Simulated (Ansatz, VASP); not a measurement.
**ZnSe: VASP beside Ansatz**

INCAR

```
SYSTEM = ZnSe
PREC = Accurate
ENCUT = 520
EDIFF = 1E-6
ISMEAR = 0
SIGMA = 0.01
LREAL = .False.
LASPH = .True.
NELM = 80
ALGO = Normal
ISIF = 2
LWAVE = .False.
LCHARG = .True.
GGA = PS
IVDW = 13
LELF = .True.
LVHAR = .True.
NBANDS = 16
```

The input KPOINTS:

```
regular mesh
0
Gamma
  6 6 6
  0 0 0
```

File POSCAR:

```
ZnSe
1.0
    0.0000000000      2.8338000000      2.8338000000
    2.8338000000      0.0000000000      2.8338000000
    2.8338000000      2.8338000000      0.0000000000
Zn Se
1 1
Direct
    0.0000000000      0.0000000000      0.0000000000
    0.2500000000      0.2500000000      0.2500000000
```

Input for Ansatz:

```yaml
crystal:
  lattice:
    - [0.0, 2.8338, 2.8338]
    - [2.8338, 0.0, 2.8338]
    - [2.8338, 2.8338, 0.0]
  atoms:
    - { symbol: Zn, position: [0.0, 0.0, 0.0] }
    - { symbol: Se, position: [0.25, 0.25, 0.25] }
basis:
  ecutwfc: 420.0
kpoints:
  mp_grid:
    grid: [6, 6, 6]
hamiltonian:
  xc: pbesol
  dispersion: d4
scf:
  occupations:
    method: fixed
output:
  eigenvalues: true
```

Alike in both runs: task single point; functional PBEsol; dispersion D4; k mesh 6 × 6 × 6; no spin polarisation.

|  | VASP | Ansatz |
| --- | --- | --- |
| version | VASP 6.6.1 | Ansatz 0.2.0 |
| potentials or method | VASP PAW PBE potentials, release 64 (Zn, Se), cutoff 520 eV | plane waves, PAW |
| occupations | gaussian, width 0.01 eV | fixed |
| valence electrons in the cell | 18 | 28 |

|  | VASP | Ansatz | Ansatz less VASP |
| --- | --- | --- | --- |
| gap on the k mesh at the Fermi level (eV) | 1.17 | 1.17 | -0.003 |

VASP's potentials were made for PBE, not for PBEsol. VASP's potentials hold 18 valence electrons a cell and Ansatz's 28, so a difference there can come from the potentials and not from the codes.
